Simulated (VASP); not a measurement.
Write the native input for VASP 6.6.1 that does the following.

* Task: single point
* Functional: PBE
* Potentials or basis: VASP PAW PBE potentials, release 64 (Si, C)
* Cutoff: 520 eV
* k mesh: 12 × 12 × 4
* Occupations: gaussian, width 0.05 eV
* Spin: no spin polarisation
* Dipole correction: no
* Further INCAR settings: ALGO = Normal; EDIFF = 1e-06; NBANDS = 26

The structure of SiC lies in POSCAR:

```
SiC
1.0
    3.3416497952      0.0000000000      0.0000000000
   -1.6708248976      2.8939536132      0.0000000000
    0.0000000000      0.0000000000     10.1293391985
Si C
4 4
Direct
    0.6666666667      0.3333333333      0.9378441878
    0.3333333333      0.6666666667      0.4378441878
    0.0000000000      0.0000000000      0.6878995565
    0.0000000000      0.0000000000      0.1878995565
    0.6666666667      0.3333333333      0.7498074459
    0.3333333333      0.6666666667      0.2498074459
    0.0000000000      0.0000000000      0.5004478098
    0.0000000000      0.0000000000      0.0004478098
```

This cell differs from its parent crystal: strain +0.080 along x and y, +0.000 along z.

These files were run (other wordings do the same):

INCAR

```
  ALGO = Normal
  EDIFF = 1E-6
  ENCUT = 520
  GGA = PE
  ISIF = 2
  ISMEAR = 0
  LASPH = True
  LCHARG = False
  LREAL = False
  LWAVE = False
  NBANDS = 26
  NELM = 100
  PREC = Accurate
  SIGMA = 0.05
```

KPOINTS

```
k-points
0
Gamma
  12 12 4
```

Potentials or basis: VASP PAW PBE potentials, release 64 (Si, C).

Command:

```sh
$ cat potpaw_PBE.64/Si/POTCAR potpaw_PBE.64/C/POTCAR > POTCAR
$ mpirun -np 1 vasp_std > vasp.out
```

It gave:

The pressure is -22.8 GPa, the largest force is 0.393 eV/Å and the band gap on the k mesh is 1.79 eV (least direct gap 2.65 eV).

Caveat: the cell differs from its parent crystal (strain +0.080 along x and y, +0.000 along z); the stress differs along the axes, from -32 to -4 GPa.

Run time: 4.5 min on 1 thread of Intel Xeon 8259CL, on a shared host, peak memory 0.29 GiB.
